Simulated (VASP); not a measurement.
MoS2: relaxation of cell and atoms with PBE

MoS2:

```
Mo S
1.0
     3.54050    0.00000    0.00000
    -1.77025    3.06616    0.00000
     0.00000    0.00000    5.71156
Mo S
1 2
Cartesian
  0.0000 0.0000 0.0000
  0.0000 2.0441 1.4393
  1.7702 1.0221 4.2722
```

| Property | Result |
| --- | --- |
| Program | VASP 6.6.1 |
| Task | relaxation of cell and atoms |
| Functional | PBE |
| Potentials or basis | VASP PAW PBE potentials, release 64 (Mo_sv, S) |
| Cutoff | 600 eV |
| k mesh | 12 × 12 × 6 |
| Occupations | gaussian, width 0.05 eV |
| Spin | collinear spin |
| Starting moments | [2.0, 0.0, 0.0] μB |
| Dipole correction | no |
| Further INCAR settings | ALGO = Normal; EDIFF = 1e-06; IBRION = 2; EDIFFG = -0.01; NSW = 80; ISIF = 3 |

* Relaxed volume: 19.66 Å³/atom
* Relaxed cell: a = 3.195 Å, b = 3.195 Å, c = 6.674 Å, α = 90.00°, β = 90.00°, γ = 120.00°
* Space group after relaxing (to 0.1 Å): P-3m1 (No. 164)
* Energy gained by relaxing: 175.6 meV/atom
* Ionic steps: 24
* Pressure after relaxing: 0.0 GPa
* Largest force after relaxing: 0.004 eV/Å
* Band gap on the k mesh: zero (filled and empty bands overlap)
* Net moment: 0.00 μB per cell
* Valence electrons inside the program's atomic spheres: Mo 12.38; S 3.68

Forces in eV/Å, atoms in the order of the input:
```
Mo   0.000  0.000  0.000
S    0.000  0.000  0.004
S    0.000  0.000 -0.004
```

Step by step:
| step | energy change (eV) | largest force (eV/Å) | pressure (GPa) | volume (Å³) |
| --- | --- | --- | --- | --- |
| 1 | 0.0000 | 0.4511 | -10.17 | 62.00 |
| 2 | -0.0617 | 2.6537 | 18.48 | 50.85 |
| 3 | -0.3002 | 0.9971 | 2.10 | 55.68 |
| 4 | -0.4781 | 0.2227 | 0.72 | 54.69 |
| 5 | -0.5004 | 0.0785 | 0.08 | 54.21 |
| 6 | -0.5015 | 0.1906 | -0.11 | 54.04 |
| 7 | -0.5016 | 0.1639 | -0.08 | 54.08 |
| 8 | -0.5042 | 0.0828 | 0.69 | 53.98 |
| 9 | -0.5049 | 0.0131 | 1.35 | 53.89 |
| 10 | -0.5060 | 0.0228 | 1.28 | 53.97 |
| 11 | -0.5087 | 0.0508 | 1.07 | 54.22 |
| 12 | -0.5127 | 0.1058 | 0.68 | 54.72 |
| 13 | -0.5161 | 0.2102 | -0.02 | 55.71 |
| 14 | -0.5193 | 0.1412 | 0.23 | 56.07 |
| 15 | -0.5236 | 0.0171 | 0.86 | 56.89 |
| 16 | -0.5240 | 0.0928 | 1.18 | 57.28 |
| 17 | -0.5262 | 0.0306 | 0.46 | 58.04 |
| 18 | -0.5268 | 0.0235 | -0.15 | 58.71 |
| 19 | -0.5268 | 0.0194 | -0.10 | 58.65 |
| 20 | -0.5268 | 0.0111 | -0.06 | 58.71 |
| 21 | -0.5269 | 0.0112 | 0.01 | 58.88 |
| 22 | -0.5269 | 0.0070 | -0.01 | 58.85 |
| 23 | -0.5269 | 0.0064 | 0.00 | 58.88 |
| 24 | -0.5269 | 0.0041 | 0.01 | 58.99 |

Final structure:
```yaml
crystal:
  lattice:
    - [3.19471, 0.00000, 0.00000]
    - [-1.59735, 2.76670, 0.00000]
    - [0.00000, 0.00000, 6.67441]
  atoms:
    - { symbol: Mo, position: [0.00000, 0.00000, 0.00000] }
    - { symbol: S, position: [0.33333, 0.66667, 0.23697] }
    - { symbol: S, position: [0.66667, 0.33333, 0.76303] }
```

Levels at points of the mesh, in eV from the Fermi level:
Spin up:
```
           k point  band 9  band 10  band 11  band 12  band 13  band 14  band 15  band 16  band 17  band 18
(0.00, 0.00, 0.00)   -3.85    -2.26    -1.23    -0.90    -0.90    -0.23    -0.23     3.14     3.14     6.26
(0.50, 0.00, 0.00)   -4.82    -4.00    -3.09    -1.94    -1.65     1.06     1.75     3.46     3.87     5.44
(0.00, 0.00, 0.50)   -3.84    -3.54    -0.91    -0.91    -0.45    -0.26    -0.26     3.22     3.22     6.04
(0.50, 0.00, 0.50)   -4.84    -4.03    -2.59    -2.20    -1.57     1.06     1.79     3.27     4.59     4.60
```
Spin down:
| k point | band 9 | band 10 | band 11 | band 12 | band 13 | band 14 | band 15 | band 16 | band 17 | band 18 |
| --- | --- | --- | --- | --- | --- | --- | --- | --- | --- | --- |
| (0.00, 0.00, 0.00) | -3.85 | -2.26 | -1.23 | -0.90 | -0.90 | -0.23 | -0.23 | 3.14 | 3.14 | 6.26 |
| (0.50, 0.00, 0.00) | -4.82 | -4.00 | -3.09 | -1.94 | -1.65 | 1.06 | 1.75 | 3.46 | 3.87 | 5.44 |
| (0.00, 0.00, 0.50) | -3.84 | -3.54 | -0.91 | -0.91 | -0.45 | -0.26 | -0.26 | 3.22 | 3.22 | 6.04 |
| (0.50, 0.00, 0.50) | -4.84 | -4.03 | -2.59 | -2.20 | -1.57 | 1.06 | 1.79 | 3.27 | 4.59 | 4.60 |

Run time: 40 min on 1 thread of Oxide Virtual Turin-like Processor (shared host), peak memory 0.36 GiB.

Caveat: a cell axis changed by over 15 % at a fixed basis, so the end point is rough; this functional lacks dispersion, which binds the layers, so the pressure and a relaxed spacing across them are unreliable.
